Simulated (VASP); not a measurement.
# F (Fm-3m) in VASP: single point with PBE

Aim: the single point of F with PBE.

All numbers are computed with VASP 6.6.1; they aren't measurements. Logs are shortened: lines on timing, memory, paths and dates and some standing lists are left out, and cuts for length are marked.

## (1) The cell of the first run

It takes space group Fm-3m (No. 225, cubic). The conventional cell has a = 3.452 Å, b = 3.452 Å, c = 3.452 Å, α = 90.00°, β = 90.00°, γ = 90.00°. Within 3.2 Å of F (site symmetry m-3m) lie 12 F at 2.44 Å.

## (2) Single point, PBE

Input file POSCAR:

```
F
1.0
    0.0000000000      1.7260467297      1.7260467297
    1.7260467297      0.0000000000      1.7260467297
    1.7260467297      1.7260467297      0.0000000000
F
1
Direct
    0.0000000000      0.0000000000      0.0000000000
```

Input file INCAR.step1:

```
SYSTEM = F
  PREC = Accurate
  ENCUT = 520
  EDIFF = 1E-6
  ISMEAR = -1
  SIGMA = 0.1
  LREAL = .FALSE.
  LASPH = .TRUE.
  NELM = 80
  ALGO = Normal
  ISIF = 2
  LWAVE = .FALSE.
  LCHARG = .TRUE.
  GGA = PE
  NBANDS = 10
```

Input file KPOINTS.step1:

```
regular mesh
0
G
  17 17 17
  0 0 0
```

Input file INCAR.step2:

```
SYSTEM = F
  PREC = Accurate
  ENCUT = 520
  EDIFF = 1E-6
  ISMEAR = -5
  SIGMA = 0.1
  LREAL = .FALSE.
  LASPH = .TRUE.
  NELM = 80
  ALGO = Normal
  ISIF = 2
  LWAVE = .FALSE.
  LCHARG = .FALSE.
  GGA = PE
  LORBIT = 10
  NEDOS = 1001
  ICHARG = 11
```

Input file KPOINTS.step2:

```
regular mesh
0
G
  26 26 26
  0 0 0
```

Potentials or basis: VASP PAW PBE potentials, release 64 (F).

Command:

```sh
$ cat potpaw_PBE.64/F/POTCAR > POTCAR
$ cp INCAR.step1 INCAR
$ cp KPOINTS.step1 KPOINTS
$ mpirun -np 1 vasp_std > vasp.out
$ cp INCAR.step2 INCAR
$ cp KPOINTS.step2 KPOINTS
$ mpirun -np 1 vasp_std > vasp.out
```

OUTCAR:

```text
SYSTEM = F
   PREC = Accurate
   ENCUT = 520
   EDIFF = 1E-6
   ISMEAR = -5
   LREAL = .FALSE.
   LASPH = .TRUE.
   NELM = 80
   ISIF = 2
   GGA = PE
   LORBIT = 10
   ICHARG = 11

 ion  position               nearest neighbor table
   1  0.000  0.000  0.000-

  LATTYP: Found a face centered cubic cell.
 ALAT       =     3.4520934594

  Lattice vectors:

 A1 = (   0.0000000000,   1.7260467297,   1.7260467297)
 A2 = (   1.7260467297,   0.0000000000,   1.7260467297)
 A3 = (   1.7260467297,   1.7260467297,   0.0000000000)

Analysis of symmetry for initial positions (statically):
=====================================================================
 Subroutine PRICEL returns:
 Original cell was already a primitive cell.

 Routine SETGRP: Setting up the symmetry group for a
 face centered cubic supercell.

 Subroutine GETGRP returns: Found 48 space group operations
 (whereof 48 operations were pure point group operations)
 out of a pool of 48 trial point group operations.

The static configuration has the point symmetry O_h .

Analysis of symmetry for dynamics (positions and initial velocities):
=====================================================================
 Subroutine PRICEL returns:
 Original cell was already a primitive cell.

 Routine SETGRP: Setting up the symmetry group for a
 face centered cubic supercell.

 Subroutine GETGRP returns: Found 48 space group operations
 (whereof 48 operations were pure point group operations)
 out of a pool of 48 trial point group operations.

The dynamic configuration has the point symmetry O_h .

 Subroutine INISYM returns: Found 48 space group operations
 (whereof 48 operations are pure point group operations),
 and found     1 'primitive' translations

----------------------------------------------------------------------------------------

                                     Primitive cell

  volume of cell :      10.2846

  direct lattice vectors                    reciprocal lattice vectors
     0.000000000  1.726046730  1.726046730    -0.289679295  0.289679295  0.289679295
     1.726046730  0.000000000  1.726046730     0.289679295 -0.289679295  0.289679295
     1.726046730  1.726046730  0.000000000     0.289679295  0.289679295 -0.289679295

  length of vectors
     2.440998694  2.440998694  2.440998694     0.501739257  0.501739257  0.501739257

[... 74 lines left out ...]
   ISPIN  =      1    spin polarized calculation?
   LNONCOLLINEAR =      F non collinear calculations
   LSORBIT =      F    spin-orbit coupling
   LASPH  =      T    aspherical Exc in radial PAW
   ENCUT  =  520.0 eV  38.22 Ry    6.18 a.u.   4.54  4.54  4.54*2*pi/ulx,y,z
   NELM   =     80;   NELMIN=  2; NELMDL=  0     # of ELM steps
   EDIFF  = 0.1E-05   stopping-criterion for ELM
   LREAL  =      F    real-space projection
[... 7 lines left out ...]
   TEBEG  =    0.0;   TEEND  =   0.0 temperature during run
   PSTRESS=    0.0 pullay stress
   NELECT =       7.0000    total number of electrons
   NUPDOWN=      -1.0000    fix difference up-down
   EMIN   =  10.00;   EMAX   =-10.00  energy-range for DOS
   EFERMI =   0.00;   METHOD = LEGACY
   ISMEAR =    -5;   SIGMA  =   0.10  broadening in eV -4-tet -1-fermi 0-gaus
   EFERMI_NEDOS =   21; number of points for ismear=-14 and -15
   IALGO  =     38    algorithm
   IMIX   =      4    mixing-type and parameters
     AMIX     =   0.40;   BMIX     =  1.00
     AMIX_MAG =   1.60;   BMIX_MAG =  1.00
  volume/ion in A,a.u.               =      10.28        69.40
  Fermi-wavevector in a.u.,A,eV,Ry     =   1.440052  2.721304 28.215094  2.073751
  Thomas-Fermi vector in A             =   2.558839
   LORBIT       =     10    0 simple, 1 ext, 2 COOP (PROOUT), +10 PAW based schemes
   GGA     = PE    functional components
   LHFCALC =     F    Hartree Fock is set to
   AEXX    =    0.0000 exact exchange contribution
   IVDW    =     0    specifies the selected vdW correction
   LEPSILON=     F    determine dielectric tensor
   LRPA    =     F    only Hartree local field effects (RPA)
 non-spin polarized calculation
 Fermi weights with tetrahedron method with Bloechl corrections
  energy-cutoff  :      520.00
  volume of cell :       10.28
 maximum number of plane-waves:       291

 number of electron       6.9999995 magnetization

 Free energy of the ion-electron system (eV)
  ---------------------------------------------------
  ext. energy  EPLUGINS =         0.00000000
  ---------------------------------------------------
  free energy    TOTEN  =        -0.76690646 eV

  energy without entropy =       -0.76690646  energy(sigma->0) =       -0.76690646

 E-fermi :  -3.6538     XC(G=0): -10.2167

 val. band max:       -3.6333525539   @ k =   0.1154   0.0769   0.0000
 cond. band min:      -3.6596611123   @ k =   0.2692   0.1923   0.0769
 fundamental gap:     -0.0263085584
 Fermi energy:        -3.6538066370

 k-point     1 :       0.0000    0.0000    0.0000
  band No.  band energies     occupation
      1     -25.2064      2.00000
      2      -3.1325      0.00000
      3      -3.1325      0.00000
      4      -3.1325      0.00000
      5       9.9898      0.00000
      6      31.3400      0.00000
      7      31.3400      0.00000
[... 221 lines left out ...]
 k-point    24 :       0.3846    0.0385    0.0000
  band No.  band energies     occupation
      1     -23.9362      2.00000
      2      -6.8028      2.00000
      3      -3.5100      0.00000
      4      -3.4791      0.00000
      5      15.0039      0.00000
      6      20.2506      0.00000
      7      29.2536      0.00000

 [... further k-points ...]

------------------------ aborting loop because EDIFF is reached ----------------------------------------

  FORCE on cell =-STRESS in cart. coord.  units (eV):
  Direction    XX          YY          ZZ          XY          YZ          ZX
  --------------------------------------------------------------------------------------
  -------------------------------------------------------------------------------------
  Total       -0.1997011     -0.1997011     -0.1997011     -0.0000000      0.0000000      0.0000000
  in kB      -31.1102437    -31.1102437    -31.1102437     -0.0000000      0.0000000      0.0000000
  external PRESSURE =     -31.1102437 kB  Pullay stress =       0.0000000 kB

 VOLUME and BASIS-vectors are now :
 -----------------------------------------------------------------------------
  energy-cutoff  :      520.00
  volume of cell :       10.28
      direct lattice vectors                 reciprocal lattice vectors
     0.000000000  1.726046730  1.726046730    -0.289679295  0.289679295  0.289679295
     1.726046730  0.000000000  1.726046730     0.289679295 -0.289679295  0.289679295
     1.726046730  1.726046730  0.000000000     0.289679295  0.289679295 -0.289679295

 POSITION                                       TOTAL-FORCE (eV/Angst)
 -----------------------------------------------------------------------------------
      0.00000      0.00000      0.00000         0.000000      0.000000      0.000000
 -----------------------------------------------------------------------------------
    total drift:                               -0.000000     -0.000000     -0.000000

  FREE ENERGIE OF THE ION-ELECTRON SYSTEM (eV)
  ---------------------------------------------------
  free  energy   TOTEN  =        -0.7669064558 eV

  energy  without entropy=       -0.7669064558  energy(sigma->0) =       -0.76690646

 total charge

# of ion       s       p       d       tot
------------------------------------------
    1        1.770   3.986   0.000   5.756
```

OSZICAR.step1:

```text
N       E                     dE             d eps       ncg     rms          rms(c)
DAV:   1     0.130206477775E+02    0.13021E+02   -0.36660E+03  3526   0.605E+02
DAV:   2    -0.697212713757E+00   -0.13718E+02   -0.13350E+02  3784   0.116E+02
DAV:   3    -0.812357231996E+00   -0.11514E+00   -0.11387E+00  3826   0.877E+00
DAV:   4    -0.812464630697E+00   -0.10740E-03   -0.10740E-03  3616   0.345E-01
DAV:   5    -0.812464808374E+00   -0.17768E-06   -0.17765E-06  3754   0.127E-02    0.135E-01
DAV:   6    -0.812629271889E+00   -0.16446E-03   -0.35423E-04  3704   0.130E-01    0.763E-02
DAV:   7    -0.812736427934E+00   -0.10716E-03   -0.60131E-05  3704   0.610E-02    0.337E-02
DAV:   8    -0.812753788395E+00   -0.17360E-04   -0.18937E-05  3650   0.424E-02    0.136E-03
DAV:   9    -0.812755411709E+00   -0.16233E-05   -0.26542E-07  3788   0.455E-03    0.472E-04
DAV:  10    -0.812755502281E+00   -0.90572E-07   -0.47607E-08  2422   0.163E-03
   1 F= -.81275550E+00 E0= -.76969402E+00  d E =-.861230E-01
```

Wall time 48 s (1 thread of Intel Xeon 8259CL, shared host); peak memory 0.14 GiB.

What came out:

| Quantity | Value |
| --- | --- |
| Valence electrons inside the program's atomic spheres | F 5.76 |

Caveat: an odd number of electrons without spin polarisation forces a metal; a magnetic or distorted state may lie lower; tetrahedron occupations give inexact forces and stress in metals.
